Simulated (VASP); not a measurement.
Wanted: the native input for a VASP 6.6.1 run.

| Quantity | Value |
| --- | --- |
| Task | single point |
| Functional | r2SCAN |
| Potentials or basis | VASP PAW PBE potentials, release 64 (Cd, S) |
| Cutoff | 520 eV |
| k mesh | 6 × 6 × 4 |
| Occupations | gaussian, width 0.01 eV |
| Spin | no spin polarisation |
| Dipole correction | no |
| Further INCAR settings | ALGO = Normal; EDIFF = 1e-07; NBANDS = 26 |

CdS:

```
Cd S
1.0
     4.20543    0.00000    0.00000
    -2.10272    3.64201    0.00000
     0.00000    0.00000    6.70242
Cd S
2 2
Direct
  0.33333 0.66667 0.99679
  0.66667 0.33333 0.49679
  0.33333 0.66667 0.37821
  0.66667 0.33333 0.87821
```

This cell differs from its parent crystal: film at in-plane strain +0.01.

The input as run:

POSCAR

```
CdS
1.0
    4.2054320235      0.0000000000      0.0000000000
   -2.1027160117      3.6420109662      0.0000000000
    0.0000000000      0.0000000000      6.7024226339
Cd S
2 2
Direct
    0.3333333333      0.6666666667     -0.0032092926
    0.6666666667      0.3333333333      0.4967907074
    0.3333333333      0.6666666667      0.3782092926
    0.6666666667      0.3333333333      0.8782092926
```

INCAR.step1

```
  ALGO = Normal
  EDIFF = 1E-4
  ENCUT = 520
  GGA = PE
  ISMEAR = 0
  LASPH = T
  LCHARG = F
  LREAL = F
  LWAVE = T
  NBANDS = 26
  NELM = 100
  PREC = Accurate
  SIGMA = 0.01
```

INCAR.step2

```
  ALGO = Normal
  EDIFF = 1E-7
  ENCUT = 520
  ISIF = 2
  ISMEAR = 0
  ISTART = 1
  LASPH = T
  LCHARG = T
  LELF = T
  LMIXTAU = T
  LREAL = F
  LVHAR = T
  LWAVE = F
  METAGGA = R2SCAN
  NBANDS = 26
  NELM = 100
  PREC = Accurate
  SIGMA = 0.01
```

KPOINTS

```
k-points
0
Gamma
  6 6 4
```

Potentials or basis: VASP PAW PBE potentials, release 64 (Cd, S).

Launch:

```console
$ cat potpaw_PBE.64/Cd/POTCAR potpaw_PBE.64/S/POTCAR > POTCAR
$ cp INCAR.step1 INCAR
$ mpirun -np 1 vasp_std > vasp.out
$ cp INCAR.step2 INCAR
$ mpirun -np 1 vasp_std > vasp.out
```

It gave:

| Property | Result |
| --- | --- |
| Pressure | -0.3 GPa |
| Band gap on the k mesh | 1.61 eV |

Caveat: the cell differs from its parent crystal (film at in-plane strain +0.01); the PAW data sets were made with another functional, which shifts forces and pressure a little.

Run time: 5.2 min on 1 thread of Intel Xeon 8259CL, on a shared host, peak memory 0.25 GiB.
